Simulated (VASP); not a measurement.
# TePb (Fm-3m) in VASP: relaxation of cell and atoms with r2SCAN

Aim: the relaxation of cell and atoms of TePb with r2SCAN.

All numbers are computed with VASP 6.6.1; they aren't measurements. Logs are shortened: lines on timing, memory, paths and dates and some standing lists are left out, and cuts for length are marked.

**1. The cell of the first run**

Symmetry: Fm-3m, No. 225, cubic system. The conventional cell has a = 6.536 Å, b = 6.536 Å, c = 6.536 Å, α = 90.00°, β = 90.00°, γ = 90.00°. Within 4.3 Å of Te (site symmetry m-3m) lie 6 Pb at 3.27 Å. Pb (site symmetry m-3m) has 6 Te at 3.27 Å within 4.3 Å.

**2. Relaxation of cell and atoms, r2SCAN, target pressure 15 GPa, at which the enthalpy is minimised**

POSCAR

```
TePb
1.0
    0.0000000000      3.2678424844      3.2678424844
    3.2678424844      0.0000000000      3.2678424844
    3.2678424844      3.2678424844      0.0000000000
Te Pb
1 1
Direct
    0.5000000000      0.5000000000      0.5000000000
    0.0000000000      0.0000000000      0.0000000000
```

INCAR.step1

```
SYSTEM = TePb
PREC     = Accurate       ! precision mode
ENCUT    = 600            ! plane-wave cutoff, eV
ISMEAR   = 0              ! smearing method
SIGMA    = 0.01           ! smearing width, eV
LREAL    = .False.        ! projectors in reciprocal space
LASPH    = .True.         ! aspherical terms in the spheres
NELM     = 60             ! most SCF steps
GGA      = PE             ! functional
ALGO     = Normal         ! electronic algorithm
EDIFF    = 1E-4           ! SCF threshold, eV
LWAVE    = .True.         ! write WAVECAR
LCHARG   = .False.        ! write CHGCAR
```

INCAR.step2

```
SYSTEM = TePb
PREC     = Accurate       ! precision mode
ENCUT    = 600            ! plane-wave cutoff, eV
EDIFF    = 1E-6           ! SCF threshold, eV
ISMEAR   = 0              ! smearing method
SIGMA    = 0.01           ! smearing width, eV
LREAL    = .False.        ! projectors in reciprocal space
LASPH    = .True.         ! aspherical terms in the spheres
NELM     = 60             ! most SCF steps
ALGO     = Normal         ! electronic algorithm
ISIF     = 3              ! what is computed and relaxed
LWAVE    = .False.        ! write WAVECAR
LCHARG   = .False.        ! write CHGCAR
METAGGA  = R2SCAN         ! meta-GGA
LMIXTAU  = .True.       
IBRION   = 2              ! ionic algorithm
NSW      = 100            ! ionic steps
EDIFFG   = -0.002         ! ionic threshold
PSTRESS  = 150.0        
ISTART   = 1
```

KPOINTS

```
Automatic mesh
0
Gamma
  6 6 6
  0 0 0
```

Potentials or basis: VASP PAW PBE potentials, release 64 (Te, Pb_d).

Command:

```sh
> cat potpaw_PBE.64/Te/POTCAR potpaw_PBE.64/Pb_d/POTCAR > POTCAR
> cp INCAR.step1 INCAR
> mpirun -np 1 vasp_std > vasp.out
> cp INCAR.step2 INCAR
> mpirun -np 1 vasp_std > vasp.out
```

OUTCAR:

```text
SYSTEM = TePb
   PREC = Accurate
   ENCUT = 600
   EDIFF = 1E-6
   ISMEAR = 0
   LREAL = .False.
   LASPH = .True.
   NELM = 60
   ISIF = 3
   METAGGA = R2SCAN
   IBRION = 2
   NSW = 100
   EDIFFG = -0.002
   PSTRESS = 150.0
   ISTART = 1

 ion  position               nearest neighbor table
   1  0.500  0.500  0.500-   2 3.27   2 3.27   2 3.27   2 3.27   2 3.27   2 3.27
   2  0.000  0.000  0.000-   1 3.27   1 3.27   1 3.27   1 3.27   1 3.27   1 3.27

  LATTYP: Found a face centered cubic cell.
 ALAT       =     6.5356849688

  Lattice vectors:

 A1 = (   0.0000000000,   3.2678424844,   3.2678424844)
 A2 = (   3.2678424844,   0.0000000000,   3.2678424844)
 A3 = (   3.2678424844,   3.2678424844,   0.0000000000)

Analysis of symmetry for initial positions (statically):
=====================================================================
 Subroutine PRICEL returns:
 Original cell was already a primitive cell.

 Routine SETGRP: Setting up the symmetry group for a
 face centered cubic supercell.

 Subroutine GETGRP returns: Found 48 space group operations
 (whereof 48 operations were pure point group operations)
 out of a pool of 48 trial point group operations.

The static configuration has the point symmetry O_h .

Analysis of symmetry for dynamics (positions and initial velocities):
=====================================================================
 Subroutine PRICEL returns:
 Original cell was already a primitive cell.

 Routine SETGRP: Setting up the symmetry group for a
 face centered cubic supercell.

 Subroutine GETGRP returns: Found 48 space group operations
 (whereof 48 operations were pure point group operations)
 out of a pool of 48 trial point group operations.

The dynamic configuration has the point symmetry O_h .

 Subroutine INISYM returns: Found 48 space group operations
 (whereof 48 operations are pure point group operations),
 and found     1 'primitive' translations

----------------------------------------------------------------------------------------

                                     Primitive cell

  volume of cell :      69.7932

  direct lattice vectors                    reciprocal lattice vectors
     0.000000000  3.267842484  3.267842484    -0.153006151  0.153006151  0.153006151
     3.267842484  0.000000000  3.267842484     0.153006151 -0.153006151  0.153006151
     3.267842484  3.267842484  0.000000000     0.153006151  0.153006151 -0.153006151

  length of vectors
     4.621427161  4.621427161  4.621427161     0.265014427  0.265014427  0.265014427

  position of ions in fractional coordinates (direct lattice)
     0.500000000  0.500000000  0.500000000
     0.000000000  0.000000000  0.000000000

[... 32 lines left out ...]
            Coordinates               Weight
  0.000000  0.000000  0.000000      1.000000
  0.166667  0.000000  0.000000      8.000000
  0.333333  0.000000  0.000000      8.000000
  0.500000  0.000000  0.000000      4.000000
  0.166667  0.166667  0.000000      6.000000
  0.333333  0.166667  0.000000     24.000000
[... 8 lines left out ...]
 -0.333333  0.333333  0.166667     24.000000
 -0.333333  0.500000  0.166667     12.000000
   k-points           NKPTS =     16   k-points in BZ     NKDIM =     16   number of bands    NBANDS=     14
   number of dos      NEDOS =    301   number of ions     NIONS =      2
   total plane-waves  NPLWV =  64000
   dimension x,y,z NGX =    40 NGY =   40 NGZ =   40
   dimension x,y,z NGXF=    80 NGYF=   80 NGZF=   80
   ions per type =               1   1
   NGX,Y,Z   is equivalent  to a cutoff of  14.39, 14.39, 14.39 a.u.
   NGXF,Y,Z  is equivalent  to a cutoff of  28.78, 28.78, 28.78 a.u.
 SYSTEM =  TePb
   PREC   = accura    normal or accurate (medium, high low for compatibility)
   ISTART =      1    job   : 0-new  1-cont  2-samecut
   ICHARG =      0    charge: 1-file 2-atom 10-const
   ISPIN  =      1    spin polarized calculation?
   LNONCOLLINEAR =      F non collinear calculations
   LSORBIT =      F    spin-orbit coupling
   LASPH  =      T    aspherical Exc in radial PAW
   ENCUT  =  600.0 eV  44.10 Ry    6.64 a.u.   9.23  9.23  9.23*2*pi/ulx,y,z
   NELM   =     60;   NELMIN=  2; NELMDL=  0     # of ELM steps
   EDIFF  = 0.1E-05   stopping-criterion for ELM
   LREAL  =      F    real-space projection
   EDIFFG = -.2E-02   stopping-criterion for IOM
   NSW    =    100    number of steps for IOM
   IBRION =      2    ionic relax: 0-MD 1-quasi-New 2-CG
   NFREE  =      1    steps in history (QN), initial steepest desc. (CG)
   ISIF   =      3    stress and relaxation
   ISYM   =      2    0-nonsym 1-usesym 2-fastsym
   POTIM  = 0.5000    time-step for ionic-motion
   TEBEG  =    0.0;   TEEND  =   0.0 temperature during run
   PSTRESS=  150.0 pullay stress
   NELECT =      20.0000    total number of electrons
   NUPDOWN=      -1.0000    fix difference up-down
   EMIN   =  10.00;   EMAX   =-10.00  energy-range for DOS
   EFERMI =   0.00;   METHOD = LEGACY
   ISMEAR =     0;   SIGMA  =   0.01  broadening in eV -4-tet -1-fermi 0-gaus
   EFERMI_NEDOS =   21; number of points for ismear=-14 and -15
   IALGO  =     38    algorithm
   IMIX   =      4    mixing-type and parameters
     AMIX     =   0.40;   BMIX     =  1.00
     AMIX_MAG =   1.60;   BMIX_MAG =  1.00
  volume/ion in A,a.u.               =      34.90       235.49
  Fermi-wavevector in a.u.,A,eV,Ry     =   1.079312  2.039604 15.849626  1.164915
  Thomas-Fermi vector in A             =   2.215274
   LORBIT       =      0    0 simple, 1 ext, 2 COOP (PROOUT), +10 PAW based schemes
   METAGGA = R2SCAN    functional components
   LHFCALC =     F    Hartree Fock is set to
   AEXX    =    0.0000 exact exchange contribution
   IVDW    =     0    specifies the selected vdW correction
   LEPSILON=     F    determine dielectric tensor
   LRPA    =     F    only Hartree local field effects (RPA)
 conjugate gradient relaxation of ions
 non-spin polarized calculation
 Gauss-broadening in eV      SIGMA  =   0.01
  energy-cutoff  :      600.00
  volume of cell :       69.79
 maximum number of plane-waves:      2357
 NGX is ok and might be reduce to    40
   NGX = 19   NGY = 19   NGZ = 19

--------------------------------------- Ionic step        1  -------------------------------------------

 number of electron      20.0000001 magnetization

 Free energy of the ion-electron system (eV)
  ---------------------------------------------------
  ext. energy  EPLUGINS =         0.00000000
  ---------------------------------------------------
  free energy    TOTEN  =       -82.70693427 eV

  energy without entropy =      -82.70693427  energy(sigma->0) =      -82.70693427

 E-fermi :   5.1824     XC(G=0):  -9.6526

 val. band max:        5.0664247319   @ k =   0.5000   0.0000   0.0000
 cond. band min:       6.1600801665   @ k =   0.5000   0.0000   0.0000
 fundamental gap:      1.0936554346
 Fermi energy:         5.1824074772
[... 814 lines left out ...]
--------------------------------------- Ionic step        8  -------------------------------------------

 number of electron      20.0000002 magnetization

 Free energy of the ion-electron system (eV)
  ---------------------------------------------------
  ext. energy  EPLUGINS =         0.00000000
  ---------------------------------------------------
  free energy    TOTEN  =       -82.18489374 eV

  energy without entropy =      -82.18489374  energy(sigma->0) =      -82.18489374

 E-fermi :   8.3811     XC(G=0): -10.7315

 val. band max:        8.3051621588   @ k =   0.5000   0.0000   0.0000
 cond. band min:       8.7895292194   @ k =   0.5000   0.0000   0.0000
 fundamental gap:      0.4843670606
 Fermi energy:         8.3811008983
[... 303 lines left out ...]
  energy  without entropy=      -82.1848937350  energy(sigma->0) =      -82.18489374

  enthalpy is  TOTEN    =       -76.9231144617 eV   P V=        5.2617792733

 reached required accuracy - stopping structural energy minimisation
```

OUTCAR.step1:

```text
SYSTEM = TePb
   PREC = Accurate
   ENCUT = 600
   ISMEAR = 0
   LREAL = .False.
   LASPH = .True.
[... 483 lines left out ...]
      3.26784      3.26784      3.26784        -0.000000     -0.000000      0.000000
      0.00000      0.00000      0.00000         0.000000      0.000000     -0.000000
 -----------------------------------------------------------------------------------
    total drift:                                0.000000     -0.000000     -0.000000

  FREE ENERGIE OF THE ION-ELECTRON SYSTEM (eV)
  ---------------------------------------------------
  free  energy   TOTEN  =        -7.5218415453 eV

  energy  without entropy=       -7.5218415453  energy(sigma->0) =       -7.52184155
```

OSZICAR.step1:

```text
N       E                     dE             d eps       ncg     rms          rms(c)
DAV:   1     0.159153151149E+03    0.15915E+03   -0.99632E+03   448   0.153E+03
DAV:   2     0.433070995317E+01   -0.15482E+03   -0.15178E+03   466   0.349E+02
DAV:   3    -0.735392711211E+01   -0.11685E+02   -0.11601E+02   628   0.101E+02
DAV:   4    -0.764664075863E+01   -0.29271E+00   -0.29262E+00   504   0.194E+01
DAV:   5    -0.765897118374E+01   -0.12330E-01   -0.12330E-01   668   0.351E+00    0.312E+00
DAV:   6    -0.752335239845E+01    0.13562E+00   -0.32842E-01   588   0.453E+00    0.192E+00
DAV:   7    -0.751984042625E+01    0.35120E-02   -0.94738E-02   584   0.171E+00    0.927E-01
DAV:   8    -0.752188282704E+01   -0.20424E-02   -0.10591E-02   466   0.122E+00    0.136E-01
DAV:   9    -0.752178025440E+01    0.10257E-03   -0.11936E-03   600   0.408E-01    0.555E-02
DAV:  10    -0.752184154532E+01   -0.61291E-04   -0.15209E-04   408   0.953E-02
   1 F= -.75218415E+01 E0= -.75218415E+01  d E =-.923070E-25
```

It took 29 min on 1 thread of Intel Xeon 8259CL, shared host; peak memory 0.28 GiB.

Results:

| Quantity | Value |
| --- | --- |
| Free energy | -82.1849 eV |
| Relaxed volume | 28.10 Å³/atom |
| Relaxed cell | a = 4.300 Å, b = 4.300 Å, c = 4.300 Å, α = 60.00°, β = 60.00°, γ = 60.00° |
| Space group after relaxing (to 0.1 Å) | Fm-3m (No. 225) |
| Energy change on relaxing (the run minimises the enthalpy) | +261.0 meV/atom |
| Ionic steps | 8 |
| Pressure after relaxing | 15.0 GPa |
| Band gap on the k mesh | 0.48 eV |

The path:
```csv
step,energy change (eV),largest force (eV/Å),pressure (GPa),volume (Å³)
1,0.0000,0.0000,0.01,69.79
2,3.7235,0.0000,66.87,41.74
3,0.4416,0.0000,13.40,57.11
4,0.5015,0.0000,14.60,56.42
5,0.5244,0.0000,15.05,56.18
6,0.5187,0.0000,14.98,56.24
7,0.5203,0.0000,14.97,56.22
8,0.5220,0.0000,14.99,56.20
```

Final structure:
```xyz
2
Lattice="0.0000 3.0402 3.0402 3.0402 0.0000 3.0402 3.0402 3.0402 0.0000" Properties=species:S:1:pos:R:3 pbc="T T T"
Te    3.0402    3.0402    3.0402
Pb    0.0000    0.0000    0.0000
```

Levels at points of the mesh, in eV from the valence-band top:
```tsv
k point	band 7	band 8	band 9	band 10	band 11	band 12	band 13	band 14
(0.00, 0.00, 0.00)	-5.19	-2.46	-2.46	-2.46	4.35	4.35	4.35	5.54
(0.50, 0.00, 0.00)	-10.29	-1.80	-1.80	0.00	0.48	0.68	0.68	9.07
(0.50, 0.50, 0.00)	-8.02	-6.50	-4.35	-4.35	2.56	6.39	6.39	8.21
```

Caveat: the cell is relaxed towards a set pressure, so the run minimises the enthalpy, not the energy; the volume moved by over 15 % at a fixed basis, so the end points are rough; the PAW data sets were made with another functional, which shifts forces and pressure a little; spin-orbit coupling is left out, which moves the levels of the heavy elements.
